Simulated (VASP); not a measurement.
# Si (Fd-3m) in VASP: further runs, part 2 of 2

VASP 6.6.1. Earlier steps stand in the parts before.

**3. G0W0 quasiparticle levels, PBE**

File POSCAR:

```
Si
1.0
    0.0000000000      2.7155000000      2.7155000000
    2.7155000000      0.0000000000      2.7155000000
    2.7155000000      2.7155000000      0.0000000000
Si
2
Direct
    0.0000000000      0.0000000000      0.0000000000
    0.2500000000      0.2500000000      0.2500000000
```

File INCAR.step1:

```
PREC = Accurate
ENCUT = 500
EDIFF = 1E-8
ISMEAR = 0
SIGMA = 0.01
LREAL = F
LASPH = T
NELM = 100
ALGO = Normal
LWAVE = T
LCHARG = F
GGA = PE
```

File INCAR.step2:

```
PREC = Accurate
ENCUT = 500
EDIFF = 1E-8
ISMEAR = 0
SIGMA = 0.01
LREAL = F
LASPH = T
NELM = 1
ALGO = Exact
LWAVE = T
LCHARG = F
GGA = PE
NBANDS = 403
LOPTICS = T
ISTART = 1
```

File INCAR.step3:

```
PREC = Accurate
ENCUT = 500
EDIFF = 1E-8
ISMEAR = 0
SIGMA = 0.01
LREAL = F
LASPH = T
ALGO = EVGW0
LWAVE = F
LCHARG = F
GGA = PE
NELMGW = 1
NBANDS = 403
ENCUTGW = 180.0
NOMEGA = 48
PRECFOCK = Fast
ISTART = 1
NBANDSGW = 12
```

File KPOINTS:

```
Automatic mesh
0
Gamma
  2 2 2
```

Potentials or basis: VASP PAW PBE potentials, release 64 (Si_GW).

Command:

```console
> cat potpaw_PBE.64/Si_GW/POTCAR > POTCAR
> cp INCAR.step1 INCAR
> mpirun -np 1 vasp_std > vasp.out
> cp INCAR.step2 INCAR
> mpirun -np 1 vasp_std > vasp.out
> cp INCAR.step3 INCAR
> mpirun -np 1 vasp_std > vasp.out
```

OUTCAR:

```text
PREC = Accurate
   ENCUT = 500
   EDIFF = 1E-8
   ISMEAR = 0
   LREAL = F
   LASPH = T
   GGA = PE
   NELMGW = 1
   ENCUTGW = 180.0
   PRECFOCK = Fast
   ISTART = 1

 ion  position               nearest neighbor table
   1  0.000  0.000  0.000-   2 2.35   2 2.35   2 2.35   2 2.35
   2  0.250  0.250  0.250-   1 2.35   1 2.35   1 2.35   1 2.35

  LATTYP: Found a face centered cubic cell.
 ALAT       =     5.4310000000

  Lattice vectors:

 A1 = (   0.0000000000,   2.7155000000,   2.7155000000)
 A2 = (   2.7155000000,   0.0000000000,   2.7155000000)
 A3 = (   2.7155000000,   2.7155000000,   0.0000000000)

Analysis of symmetry for initial positions (statically):
=====================================================================
 Subroutine PRICEL returns:
 Original cell was already a primitive cell.

 Routine SETGRP: Setting up the symmetry group for a
 face centered cubic supercell.

 Subroutine GETGRP returns: Found 48 space group operations
 (whereof 24 operations were pure point group operations)
 out of a pool of 48 trial point group operations.

The static configuration has the point symmetry T_d .
 The point group associated with its full space group is O_h .

Analysis of symmetry for dynamics (positions and initial velocities):
=====================================================================
 Subroutine PRICEL returns:
 Original cell was already a primitive cell.

 Routine SETGRP: Setting up the symmetry group for a
 face centered cubic supercell.

 Subroutine GETGRP returns: Found 48 space group operations
 (whereof 24 operations were pure point group operations)
 out of a pool of 48 trial point group operations.

The dynamic configuration has the point symmetry T_d .
 The point group associated with its full space group is O_h .

 Subroutine INISYM returns: Found 48 space group operations
 (whereof 24 operations are pure point group operations),
 and found     1 'primitive' translations

----------------------------------------------------------------------------------------

                                     Primitive cell

  volume of cell :      40.0479

  direct lattice vectors                    reciprocal lattice vectors
     0.000000000  2.715500000  2.715500000    -0.184128153  0.184128153  0.184128153
     2.715500000  0.000000000  2.715500000     0.184128153 -0.184128153  0.184128153
     2.715500000  2.715500000  0.000000000     0.184128153  0.184128153 -0.184128153

  length of vectors
     3.840296929  3.840296929  3.840296929     0.318919316  0.318919316  0.318919316

  position of ions in fractional coordinates (direct lattice)
     0.000000000  0.000000000  0.000000000
     0.250000000  0.250000000  0.250000000

  ion indices of the primitive-cell ions
   primitive index   ion index
                 1           1
                 2           2

----------------------------------------------------------------------------------------

 KPOINTS: Automatic mesh

Automatic generation of k-mesh.
 Grid dimensions read from file:
 generate k-points for:    2    2    2

 Generating k-lattice:

  Cartesian coordinates                     Fractional coordinates (reciprocal lattice)
    -0.092064077  0.092064077  0.092064077     0.500000000  0.000000000  0.000000000
     0.092064077 -0.092064077  0.092064077     0.000000000  0.500000000  0.000000000
     0.092064077  0.092064077 -0.092064077     0.000000000  0.000000000  0.500000000

  Length of vectors
     0.159459658  0.159459658  0.159459658

  Shift w.r.t. Gamma in fractional coordinates (k-lattice)
     0.000000000  0.000000000  0.000000000

 Subroutine IBZKPT returns following result:
 ===========================================

 Found      3 irreducible k-points:

 Following reciprocal coordinates:
            Coordinates               Weight
  0.000000  0.000000  0.000000      1.000000
  0.500000  0.000000  0.000000      4.000000
  0.500000  0.500000  0.000000      3.000000
   k-points           NKPTS =      3   k-points in BZ     NKDIM =      8   number of bands    NBANDS=    403
   number of dos      NEDOS =    301   number of ions     NIONS =      2
   total plane-waves  NPLWV =  21952
   dimension x,y,z NGX =    28 NGY =   28 NGZ =   28
   dimension x,y,z NGXF=    56 NGYF=   56 NGZF=   56
   ions per type =               2
   NGX,Y,Z   is equivalent  to a cutoff of  12.12, 12.12, 12.12 a.u.
   NGXF,Y,Z  is equivalent  to a cutoff of  24.24, 24.24, 24.24 a.u.
 SYSTEM =  unknown system
   PREC   = accura    normal or accurate (medium, high low for compatibility)
   ISTART =      1    job   : 0-new  1-cont  2-samecut
   ICHARG =      0    charge: 1-file 2-atom 10-const
   ISPIN  =      1    spin polarized calculation?
   LNONCOLLINEAR =      F non collinear calculations
   LSORBIT =      F    spin-orbit coupling
   LASPH  =      T    aspherical Exc in radial PAW
   ENCUT  =  500.0 eV  36.75 Ry    6.06 a.u.   7.00  7.00  7.00*2*pi/ulx,y,z
   NELM   =     60;   NELMIN=  2; NELMDL=  0     # of ELM steps
   EDIFF  = 0.1E-07   stopping-criterion for ELM
   LREAL  =      F    real-space projection
   EDIFFG = 0.1E-06   stopping-criterion for IOM
   NSW    =      0    number of steps for IOM
   IBRION =     -1    ionic relax: 0-MD 1-quasi-New 2-CG
   NFREE  =      0    steps in history (QN), initial steepest desc. (CG)
   ISIF   =      0    stress and relaxation
   ISYM   =      3    0-nonsym 1-usesym 2-fastsym
   POTIM  = 0.5000    time-step for ionic-motion
   TEBEG  =    0.0;   TEEND  =   0.0 temperature during run
   PSTRESS=    0.0 pullay stress
   NELECT =       8.0000    total number of electrons
   NUPDOWN=      -1.0000    fix difference up-down
   EMIN   =  10.00;   EMAX   =-10.00  energy-range for DOS
   EFERMI =   0.00;   METHOD = LEGACY
   ISMEAR =     0;   SIGMA  =   0.01  broadening in eV -4-tet -1-fermi 0-gaus
   EFERMI_NEDOS =   21; number of points for ismear=-14 and -15
   IALGO  =     38    algorithm
   IMIX   =      4    mixing-type and parameters
     AMIX     =   0.40;   BMIX     =  1.00
     AMIX_MAG =   1.60;   BMIX_MAG =  1.00
  volume/ion in A,a.u.               =      20.02       135.13
  Fermi-wavevector in a.u.,A,eV,Ry     =   0.956999  1.808467 12.460868  0.915848
  Thomas-Fermi vector in A             =   2.085978
   LORBIT       =      0    0 simple, 1 ext, 2 COOP (PROOUT), +10 PAW based schemes
   GGA     = PE    functional components
   LHFCALC =     T    Hartree Fock is set to
   PRECFOCK=fast      Normal, Fast or Accurate (Low or Medium for compatibility)
   ENCUT4O =  -1.0   cutoff for four orbital integrals eV
   NKREDX  =     1    reduce k-point grid by
   NKREDY  =     1    reduce k-point grid by
   NKREDZ  =     1    reduce k-point grid by
   AEXX    =    1.0000 exact exchange contribution
   HFSCREEN=    0.0000 screening length (either q_TF or 0.3 A-1)
   HFSCREENC=   0.0000 screening length for correlation (either q_TF or 0.3 A-1)
   ENCUTFOCK=  -1.0 apply spherical cutoff to Coloumb kernel
   IVDW    =     0    specifies the selected vdW correction
   LEPSILON=     F    determine dielectric tensor
   LRPA    =     F    only Hartree local field effects (RPA)
   LRPAFORCE           =     F    calculate RPA forces
   ENCUTGW             = 180.0    cutoff for response function in eV
   ENCUTGWSOFT         = 144.0    soft cutoff for Coulomb kernel in GW response function in eV
   ENCUTLF             =  -1.0    cutoff for local field effects
   NELMGW              =     1    number of iterations in solving QP/BSE equation
   NELMHF              =     1    number of iterations in the inner HF iteration
   NKREDLFX            =     1    NKREDLFY  =   1   NKREDLFZ  =   1
 non-spin polarized calculation
 Gauss-broadening in eV      SIGMA  =   0.01
  energy-cutoff  :      500.00
  volume of cell :       40.05
 maximum number of plane-waves:      1034
 NGX is ok and might be reduce to    28
  NGX = 16; NGY = 16; NGZ = 16
   NGX = 13   NGY = 13   NGZ = 13
 maximum number of plane-waves:       229

 QP shifts <psi_nk| G(iteration)W_0 |psi_nk>: iteration 1
 for sc-GW calculations column KS-energies equals QP-energies in previous step
 and V_xc(KS)=  KS-energies - (<T + V_ion + V_H > + <T+V_H+V_ion>^1  + <V_x>^1)

 k-point   1 :       0.0000    0.0000    0.0000
  band No.  KS-energies  QP-energies   sigma(KS)   V_xc(KS)     V^pw_x(r,r')   Z            occupation Imag(sigma)

      1      -6.2523      -6.8438     -11.2767     -10.4223     -17.3022       0.6923       2.0000       1.1154
      2       5.7662       4.9835     -12.4782     -11.5012     -14.4069       0.8012       2.0000       0.0402
      3       5.7662       4.9835     -12.4782     -11.5012     -14.4069       0.8012       2.0000       0.0402
      4       5.7662       4.9835     -12.4782     -11.5012     -14.4069       0.8012       2.0000       0.0402
      5       8.2067       8.1530     -10.1021     -10.0346      -4.8654       0.7953       0.0000      -0.1269
      6       8.2067       8.1530     -10.1021     -10.0346      -4.8654       0.7953       0.0000      -0.1269
      7       8.2067       8.1530     -10.1021     -10.0346      -4.8654       0.7953       0.0000      -0.1269
      8       9.1468       9.2418     -10.8719     -10.9915      -4.9592       0.7944       0.0000      -0.2275
      9      13.3439      13.4902      -9.8086      -9.9966      -4.0787       0.7781       0.0000      -0.1439
     10      13.3439      13.4902      -9.8086      -9.9966      -4.0787       0.7781       0.0000      -0.1439
     11      13.7197      13.1090      -8.1340      -7.3707      -2.3010       0.8002       0.0000      -0.3075
     12      16.8538      16.3677      -8.6901      -8.0838      -2.0004       0.8018       0.0000      -0.6552

 k-point   2 :       0.5000    0.0000    0.0000
  band No.  KS-energies  QP-energies   sigma(KS)   V_xc(KS)     V^pw_x(r,r')   Z            occupation Imag(sigma)
[... 17 lines left out ...]
      1      -2.0869      -2.9264     -11.9495     -10.8767     -15.9723       0.7826       2.0000       0.5106
      2      -2.0869      -2.9264     -11.9495     -10.8767     -15.9723       0.7826       2.0000       0.5106
      3       2.8486       2.0879     -11.6182     -10.6595     -14.0058       0.7935       2.0000       0.1032
      4       2.8486       2.0879     -11.6182     -10.6595     -14.0058       0.7935       2.0000       0.1032
      5       6.3629       6.1232      -9.0921      -8.7948      -4.1873       0.8064       0.0000      -0.0961
      6       6.3629       6.1232      -9.0921      -8.7948      -4.1873       0.8064       0.0000      -0.0961
      7      15.8158      15.9443     -10.5394     -10.7100      -3.6953       0.7538       0.0000      -0.4622
      8      15.8158      15.9443     -10.5394     -10.7100      -3.6953       0.7538       0.0000      -0.4622
      9      16.7051      16.6811     -10.5731     -10.5429      -4.2516       0.7985       0.0000      -0.4067
     10      16.7051      16.6811     -10.5731     -10.5429      -4.2516       0.7985       0.0000      -0.4067
     11      18.1509      18.1793     -10.0781     -10.1130      -3.3531       0.8135       0.0000      -0.6117
     12      18.1509      18.1793     -10.0781     -10.1130      -3.3531       0.8135       0.0000      -0.6117
```

It took 27 s on 1 thread of AMD EPYC 9R45 (Zen 5), shared host; peak memory 0.23 GiB.

What came out:

* Quasiparticle gap: 1.14 eV
* Least direct quasiparticle gap: 3.17 eV
* Band gap of the starting levels on the mesh: 0.60 eV
* Least direct gap of the starting levels on the mesh: 2.44 eV

Caveat: the k points lie up to 1.00 Å⁻¹ apart; bands, screening cutoff and mesh are small and nothing is extrapolated, so the quasiparticle values aren't converged.
